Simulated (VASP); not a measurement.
Wanted: the native input for a VASP 6.6.1 run.

| Quantity | Value |
| --- | --- |
| Task | single point |
| Functional | PBEsol |
| Potentials or basis | VASP PAW PBE potentials, release 64 (Ga_d, N) |
| Cutoff | 520 eV |
| k mesh | 8 × 8 × 8 |
| Occupations | fermi-dirac, width 0.05 eV |
| Spin | non-collinear spin, zero start, spin-orbit coupling |
| Starting moments | [[0.0, 0.0, 0.0], [0.0, 0.0, 0.0]] μB |
| Dipole correction | no |
| Further INCAR settings | ALGO = Normal; EDIFF = 1e-06; NBANDS = 30 |

The structure of GaN lies in POSCAR:

```
GaN
1.0
    0.0000000000      2.1352350000      2.1352350000
    2.1352350000      0.0000000000      2.1352350000
    2.1352350000      2.1352350000      0.0000000000
Ga N
1 1
Direct
    0.0000000000      0.0000000000      0.0000000000
    0.5000000000      0.5000000000      0.5000000000
```

One way to write it, as run:

INCAR

```
ALGO = Normal ; EDIFF = 1E-6
ENCUT = 520 ; GGA = PS
GGA_COMPAT = False ; ISIF = 2
ISMEAR = -1 ; LASPH = True
LCHARG = False ; LNONCOLLINEAR = True
LORBIT = 11 ; LORBMOM = True
LREAL = False ; LSORBIT = True
LWAVE = False ; MAGMOM = 0 0 0 0 0 0
NBANDS = 30 ; NELM = 150
PREC = Accurate ; SIGMA = 0.05
```

KPOINTS

```
k-points
0
Gamma
  8 8 8
```

Potentials or basis: VASP PAW PBE potentials, release 64 (Ga_d, N).

Launch:

```console
$ cat potpaw_PBE.64/Ga_d/POTCAR potpaw_PBE.64/N/POTCAR > POTCAR
$ mpirun -np 1 vasp_ncl > vasp.out
```

It gave:

- Pressure: -7.2 GPa
- Net moment: 0.00 μB per cell
- Valence electrons inside the program's atomic spheres: Ga 11.61; N 3.69

Caveat: the cell stands under tension; the PAW data sets were made with another functional, which shifts forces and pressure a little.

Run time: 55 s on 1 thread of Intel Xeon 8259CL, with other jobs on the host, peak memory 0.21 GiB.
